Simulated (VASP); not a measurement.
Here is a VASP 6.6.1 calculation.

INCAR

```
SYSTEM = Na2LuSi
ALGO     = Normal         ! electronic algorithm
EDIFF    = 1E-6           ! SCF threshold, eV
ENCUT    = 520            ! plane-wave cutoff, eV
GGA      = PE             ! functional
ISIF     = 2              ! what is computed and relaxed
ISMEAR   = 0              ! smearing method
LASPH    = .True.         ! aspherical terms in the spheres
LCHARG   = .False.        ! write CHGCAR
LREAL    = .False.        ! projectors in reciprocal space
LWAVE    = .False.        ! write WAVECAR
NBANDS   = 30             ! bands
NELM     = 100            ! most SCF steps
PREC     = Accurate       ! precision mode
SIGMA    = 0.1            ! smearing width, eV
```

File KPOINTS:

```
k-points
0
Gamma
  4 4 4
  0 0 0
```

POSCAR

```
Na2LuSi
1.0
    3.8087926500      0.0000000000      0.0000000000
    0.0000000000      3.8087926500      0.0000000000
    0.0000000000      0.0000000000      5.2177234200
Na Lu Si
2 1 1
Direct
    0.0000000000      0.0000000000      0.5000000000
    0.5000000000      0.5000000000      0.0000000000
    0.0000000000      0.0000000000      0.0000000000
    0.5000000000      0.5000000000      0.5000000000
```

Potentials or basis: VASP PAW PBE potentials, release 64 (Na_pv, Lu, Si).

Launch:

```sh
$ cat potpaw_PBE.64/Na_pv/POTCAR potpaw_PBE.64/Lu/POTCAR potpaw_PBE.64/Si/POTCAR > POTCAR
$ mpirun -np 1 vasp_std > vasp.out
```

(1) Predict the pressure.

Results:

(1) 17.4 GPa.

Caveat: the k points lie up to 0.41 Å⁻¹ apart.
